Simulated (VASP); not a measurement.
# CaReRh2O6 (I4/m) in VASP: single point with r2SCAN

Aim: the single point of CaReRh2O6 with r2SCAN.

Program: VASP 6.6.1. These are calculated values, not measurements. Logs are shortened: lines on timing, memory, paths and dates and some standing lists are left out, and cuts for length are marked.

### 1 The cell of the first run

The structure is tetragonal, space group I4/m (No. 87). Conventional cell: a = 5.668 Å, b = 5.668 Å, c = 7.770 Å, α = 90.00°, β = 90.00°, γ = 90.00°. Re (site symmetry 4/m) has 6 O at 1.78 to 1.95 Å within 2.4 Å. Within 3.0 Å of Rh (site symmetry -4) lie 8 O at 2.28 to 2.84 Å. O (site symmetry m) has 1 Re at 1.95 Å and 2 Rh at 2.28 Å and 5 O at 2.37 to 2.76 Å and 1 Ca at 2.41 Å within 2.8 Å. Within 2.4 Å of O (site symmetry 4) lie 1 Re at 1.78 Å and 1 Ca at 2.11 Å. Within 2.8 Å of Ca (site symmetry 4/m) lie 6 O at 2.11 to 2.41 Å.

### 2 Single point, r2SCAN

The input, POSCAR:

```
CaReRh2O6
1.0
    0.0000000000      5.6681626954      0.0000000038
    5.6681626954      0.0000000000      0.0000000038
    2.8340813503      2.8340813503     -3.8850908960
Re Rh O Ca
1 2 6 1
Direct
    0.0000000000      0.0000000000      0.0000000000
    0.7500000000      0.2500000000      0.5000000000
    0.2500000000      0.7500000000      0.5000000000
    0.3244498831      0.1134800057      0.0000000000
    0.1134800057      0.6755501169      0.0000000000
    0.6755501169      0.8865199943      0.0000000000
    0.8865199943      0.3244498831      0.0000000000
    0.2285228483      0.2285228483      0.5429543034
    0.7714771517      0.7714771517      0.4570456966
    0.5000000000      0.5000000000      0.0000000000
```

The input, INCAR.step1:

```
SYSTEM = CaReRh2O6
  ALGO = Normal
  EDIFF = 1E-4
  ENCUT = 520
  GGA = PE
  ISMEAR = -1
  LASPH = .TRUE.
  LCHARG = .FALSE.
  LREAL = .FALSE.
  LWAVE = .TRUE.
  NBANDS = 52
  NELM = 100
  PREC = Accurate
  SIGMA = 0.1
```

The input, INCAR.step2:

```
SYSTEM = CaReRh2O6
  ALGO = Normal
  EDIFF = 1E-7
  ENCUT = 520
  ISIF = 2
  ISMEAR = -1
  ISTART = 1
  LASPH = .TRUE.
  LCHARG = .FALSE.
  LMIXTAU = .TRUE.
  LREAL = .FALSE.
  LWAVE = .FALSE.
  METAGGA = R2SCAN
  NBANDS = 52
  NELM = 100
  PREC = Accurate
  SIGMA = 0.1
```

The input, KPOINTS:

```
k-points
0
G
  5 5 5
  0 0 0
```

Potentials or basis: VASP PAW PBE potentials, release 64 (Re, Rh_pv, O, Ca_sv).

Started as:

```console
> cat potpaw_PBE.64/Re/POTCAR potpaw_PBE.64/Rh_pv/POTCAR potpaw_PBE.64/O/POTCAR potpaw_PBE.64/Ca_sv/POTCAR > POTCAR
> cp INCAR.step1 INCAR
> mpirun -np 1 vasp_std > vasp.out
> cp INCAR.step2 INCAR
> mpirun -np 1 vasp_std > vasp.out
```

OUTCAR:

```text
SYSTEM = CaReRh2O6
   EDIFF = 1E-7
   ENCUT = 520
   ISIF = 2
   ISMEAR = -1
   ISTART = 1
   LASPH = .TRUE.
   LREAL = .FALSE.
   METAGGA = R2SCAN
   NELM = 100
   PREC = Accurate

 ion  position               nearest neighbor table
   1  0.000  0.000  0.000-   8 1.78   9 1.78   6 1.95   7 1.95   4 1.95   5 1.95
   2  0.750  0.250  0.500-   7 2.28   6 2.28   4 2.28   5 2.28
   3  0.250  0.750  0.500-   5 2.28   4 2.28   6 2.28   7 2.28
   4  0.324  0.113  0.000-   1 1.95   3 2.28   2 2.28  10 2.41
   5  0.113  0.676  0.000-   1 1.95   3 2.28   2 2.28  10 2.41
   6  0.676  0.887  0.000-   1 1.95   2 2.28   3 2.28  10 2.41
   7  0.887  0.324  0.000-   1 1.95   2 2.28   3 2.28  10 2.41
   8  0.229  0.229  0.543-   1 1.78  10 2.11
   9  0.771  0.771  0.457-   1 1.78  10 2.11
  10  0.500  0.500  0.000-   8 2.11   9 2.11   5 2.41   6 2.41   7 2.41   4 2.41

  LATTYP: Found a body centered tetragonal cell.
 ALAT       =     5.6681626954
 C/A-ratio  =     1.3708466424

  Lattice vectors:

 A1 = (  -2.8340813503,   2.8340813451,   3.8850908998)
 A2 = (   2.8340813451,  -2.8340813503,   3.8850908998)
 A3 = (   2.8340813503,   2.8340813503,  -3.8850908960)

Analysis of symmetry for initial positions (statically):
=====================================================================
 Subroutine PRICEL returns:
 Original cell was already a primitive cell.

 Routine SETGRP: Setting up the symmetry group for a
 body centered tetragonal supercell.

 Subroutine GETGRP returns: Found  8 space group operations
 (whereof  8 operations were pure point group operations)
 out of a pool of 16 trial point group operations.

The static configuration has the point symmetry C_4h.

Analysis of symmetry for dynamics (positions and initial velocities):
=====================================================================
 Subroutine PRICEL returns:
 Original cell was already a primitive cell.

 Routine SETGRP: Setting up the symmetry group for a
 body centered tetragonal supercell.

 Subroutine GETGRP returns: Found  8 space group operations
 (whereof  8 operations were pure point group operations)
 out of a pool of 16 trial point group operations.

The dynamic configuration has the point symmetry C_4h.

 Subroutine INISYM returns: Found  8 space group operations
 (whereof  8 operations are pure point group operations),
 and found     1 'primitive' translations

----------------------------------------------------------------------------------------

                                     Primitive cell

  volume of cell :     124.8205

  direct lattice vectors                    reciprocal lattice vectors
     0.000000000  5.668162695  0.000000004    -0.000000000  0.176424011  0.128697118
     5.668162695  0.000000000  0.000000004     0.176424011 -0.000000000  0.128697118
     2.834081350  2.834081350 -3.885090896     0.000000000  0.000000000 -0.257394235

  length of vectors
     5.668162695  5.668162695  5.581932055     0.218376693  0.218376693  0.257394235

  position of ions in fractional coordinates (direct lattice)
     0.000000000  0.000000000  0.000000000
     0.750000000  0.250000000  0.500000000
     0.250000000  0.750000000  0.500000000
     0.324449883  0.113480006  0.000000000
     0.113480006  0.675550117  0.000000000
     0.675550117  0.886519994  0.000000000
     0.886519994  0.324449883  0.000000000
     0.228522848  0.228522848  0.542954303
     0.771477152  0.771477152  0.457045697
     0.500000000  0.500000000  0.000000000

  ion indices of the primitive-cell ions
   primitive index   ion index
                 1           1
                 2           2
                 3           3
                 4           4
                 5           5
                 6           6
                 7           7
                 8           8
                 9           9
                10          10

----------------------------------------------------------------------------------------

 KPOINTS: k-points

Automatic generation of k-mesh.
 Grid dimensions read from file:
 generate k-points for:    5    5    5

 Generating k-lattice:

  Cartesian coordinates                     Fractional coordinates (reciprocal lattice)
    -0.000000000  0.035284802  0.025739424     0.200000000 -0.000000000 -0.000000000
     0.035284802 -0.000000000  0.025739424    -0.000000000  0.200000000 -0.000000000
     0.000000000  0.000000000 -0.051478847     0.000000000  0.000000000  0.200000000

  Length of vectors
     0.043675339  0.043675339  0.051478847

  Shift w.r.t. Gamma in fractional coordinates (k-lattice)
     0.000000000  0.000000000  0.000000000

 Subroutine IBZKPT returns following result:
 ===========================================

 Found     21 irreducible k-points:

 Following reciprocal coordinates:
            Coordinates               Weight
  0.000000  0.000000  0.000000      1.000000
  0.200000 -0.000000 -0.000000      8.000000
  0.400000 -0.000000  0.000000      8.000000
  0.200000  0.200000 -0.000000      8.000000
  0.400000  0.200000 -0.000000      8.000000
 -0.200000 -0.400000  0.000000      8.000000
[... 13 lines left out ...]
  0.000000  0.000000  0.400000      2.000000
 -0.200000  0.000000  0.400000      4.000000
   k-points           NKPTS =     21   k-points in BZ     NKDIM =     21   number of bands    NBANDS=     52
   number of dos      NEDOS =    301   number of ions     NIONS =     10
   total plane-waves  NPLWV =  74088
   dimension x,y,z NGX =    42 NGY =   42 NGZ =   42
   dimension x,y,z NGXF=    84 NGYF=   84 NGZF=   84
   ions per type =               1   2   6   1
   NGX,Y,Z   is equivalent  to a cutoff of  12.32, 12.32, 12.51 a.u.
   NGXF,Y,Z  is equivalent  to a cutoff of  24.64, 24.64, 25.02 a.u.
 SYSTEM =  CaReRh2O6
   PREC   = accura    normal or accurate (medium, high low for compatibility)
   ISTART =      1    job   : 0-new  1-cont  2-samecut
   ICHARG =      0    charge: 1-file 2-atom 10-const
   ISPIN  =      1    spin polarized calculation?
   LNONCOLLINEAR =      F non collinear calculations
   LSORBIT =      F    spin-orbit coupling
   LASPH  =      T    aspherical Exc in radial PAW
   ENCUT  =  520.0 eV  38.22 Ry    6.18 a.u.  10.54 10.54 10.38*2*pi/ulx,y,z
   NELM   =    100;   NELMIN=  2; NELMDL=  0     # of ELM steps
   EDIFF  = 0.1E-06   stopping-criterion for ELM
   LREAL  =      F    real-space projection
   EDIFFG = 0.1E-05   stopping-criterion for IOM
   NSW    =      0    number of steps for IOM
   IBRION =     -1    ionic relax: 0-MD 1-quasi-New 2-CG
   NFREE  =      0    steps in history (QN), initial steepest desc. (CG)
   ISIF   =      2    stress and relaxation
   ISYM   =      2    0-nonsym 1-usesym 2-fastsym
   POTIM  = 0.5000    time-step for ionic-motion
   TEBEG  =    0.0;   TEEND  =   0.0 temperature during run
   PSTRESS=    0.0 pullay stress
   NELECT =      83.0000    total number of electrons
   NUPDOWN=      -1.0000    fix difference up-down
   EMIN   =  10.00;   EMAX   =-10.00  energy-range for DOS
   EFERMI =   0.00;   METHOD = LEGACY
   ISMEAR =    -1;   SIGMA  =   0.10  broadening in eV -4-tet -1-fermi 0-gaus
   EFERMI_NEDOS =   21; number of points for ismear=-14 and -15
   IALGO  =     38    algorithm
   IMIX   =      4    mixing-type and parameters
     AMIX     =   0.40;   BMIX     =  1.00
     AMIX_MAG =   1.60;   BMIX_MAG =  1.00
  volume/ion in A,a.u.               =      12.48        84.23
  Fermi-wavevector in a.u.,A,eV,Ry     =   1.428912  2.700253 27.780247  2.041791
  Thomas-Fermi vector in A             =   2.548923
   LORBIT       =      0    0 simple, 1 ext, 2 COOP (PROOUT), +10 PAW based schemes
   METAGGA = R2SCAN    functional components
   LHFCALC =     F    Hartree Fock is set to
   AEXX    =    0.0000 exact exchange contribution
   IVDW    =     0    specifies the selected vdW correction
   LEPSILON=     F    determine dielectric tensor
   LRPA    =     F    only Hartree local field effects (RPA)
 non-spin polarized calculation
  energy-cutoff  :      520.00
  volume of cell :      124.82
 maximum number of plane-waves:      3384
 NGX is ok and might be reduce to    42
   NGX = 21   NGY = 21   NGZ = 21

 number of electron      83.0000011 magnetization

 Free energy of the ion-electron system (eV)
  ---------------------------------------------------
  ext. energy  EPLUGINS =         0.00000000
  ---------------------------------------------------
  free energy    TOTEN  =      -153.42681828 eV

  energy without entropy =     -153.16765477  energy(sigma->0) =     -153.29723652

 E-fermi :   4.8579     XC(G=0): -11.9606

 val. band max:        4.8542103134   @ k =   0.4000   0.4000   0.2000
 cond. band min:       4.8681198676   @ k =  -0.2000   0.0000   0.4000
 fundamental gap:      0.0139095542
 Fermi energy:         4.8579432532

 k-point     1 :       0.0000    0.0000    0.0000
  band No.  band energies     occupation
      1     -42.6242      2.00000
      2     -42.6155      2.00000
      3     -41.9293      2.00000
      4     -41.9293      2.00000
      5     -41.9275      2.00000
      6     -41.9275      2.00000
[... 44 lines left out ...]
     51      11.5933      0.00000
     52      11.7259      0.00000

 k-point     2 :       0.2000   -0.0000   -0.0000
  band No.  band energies     occupation
      1     -42.6233      2.00000
      2     -42.6163      2.00000
      3     -41.9292      2.00000
      4     -41.9292      2.00000
      5     -41.9277      2.00000
      6     -41.9276      2.00000
[... 44 lines left out ...]
     51      11.5686      0.00000
     52      11.6498      0.00000
[... 988 lines left out ...]
     51      11.5935      0.00000
     52      11.5935      0.00000

 k-point    21 :      -0.2000    0.0000    0.4000
  band No.  band energies     occupation
      1     -42.6247      2.00000
      2     -42.6151      2.00000
      3     -41.9300      2.00000
      4     -41.9300      2.00000
      5     -41.9269      2.00000
      6     -41.9268      2.00000
[... 44 lines left out ...]
     51      11.5572      0.00000
     52      11.7307      0.00000

------------------------ aborting loop because EDIFF is reached ----------------------------------------

  FORCE on cell =-STRESS in cart. coord.  units (eV):
  Direction    XX          YY          ZZ          XY          YZ          ZX
  --------------------------------------------------------------------------------------
  -------------------------------------------------------------------------------------
  Total        1.4919387      1.4919387      2.2581244     -0.0000029     -0.0000000     -0.0000000
  in kB       19.1503074     19.1503074     28.9849563     -0.0000376     -0.0000000     -0.0000000
  external PRESSURE =      22.4285237 kB  Pullay stress =       0.0000000 kB

 VOLUME and BASIS-vectors are now :
 -----------------------------------------------------------------------------
  energy-cutoff  :      520.00
  volume of cell :      124.82
      direct lattice vectors                 reciprocal lattice vectors
     0.000000000  5.668162695  0.000000004    -0.000000000  0.176424011  0.128697118
     5.668162695  0.000000000  0.000000004     0.176424011 -0.000000000  0.128697118
     2.834081350  2.834081350 -3.885090896     0.000000000  0.000000000 -0.257394235

 POSITION                                       TOTAL-FORCE (eV/Angst)
 -----------------------------------------------------------------------------------
      0.00000      0.00000      0.00000        -0.000000     -0.000000     -0.000000
      2.83408      5.66816     -1.94255         0.000000     -0.000000     -0.000000
      5.66816      2.83408     -1.94255         0.000000     -0.000000     -0.000000
      0.64322      1.83903      0.00000         0.096079      0.337933      0.000000
      3.82913      0.64322      0.00000        -0.337933      0.096079     -0.000000
      5.02494      3.82913      0.00000        -0.096079     -0.337933     -0.000000
      1.83903      5.02494      0.00000         0.337933     -0.096079      0.000000
      2.83408      2.83408     -2.10943        -0.000000     -0.000000      0.408293
      5.66816      5.66816     -1.77566         0.000000      0.000000     -0.408293
      2.83408      2.83408      0.00000         0.000000     -0.000000      0.000000
 -----------------------------------------------------------------------------------
    total drift:                               -0.000000     -0.000000      0.000000

  FREE ENERGIE OF THE ION-ELECTRON SYSTEM (eV)
  ---------------------------------------------------
  free  energy   TOTEN  =      -153.4268182762 eV

  energy  without entropy=     -153.1676547669  energy(sigma->0) =     -153.29723652
```

Run time: 9 min. Hardware: 1 thread of Intel Xeon Platinum 8488C (Sapphire Rapids), shared host; peak memory 0.35 GiB.

Results:

```yaml
Free_energy: -153.4268 eV
Pressure: 2.2 GPa
Largest_force: 0.408 eV/Å
Band_gap_on_the_k_mesh: zero (an odd number of electrons rules out a gap without spin polarisation)
```

Forces on the atoms (eV/Å):
```
Re   0.000  0.000  0.000
Rh   0.000  0.000  0.000
Rh   0.000  0.000  0.000
O    0.096  0.338  0.000
O   -0.338  0.096  0.000
O   -0.096 -0.338  0.000
O    0.338 -0.096  0.000
O    0.000  0.000  0.408
O    0.000  0.000 -0.408
Ca   0.000  0.000  0.000
```

Stress tensor (GPa, compression positive):
```
1.92 0.00 0.00
0.00 1.92 0.00
0.00 0.00 2.90
```

Caveat: the PAW data sets were made with another functional, which shifts forces and pressure a little; spin-orbit coupling is left out, which moves the levels of the heavy elements; an odd number of electrons without spin polarisation forces a metal; a magnetic or distorted state may lie lower.
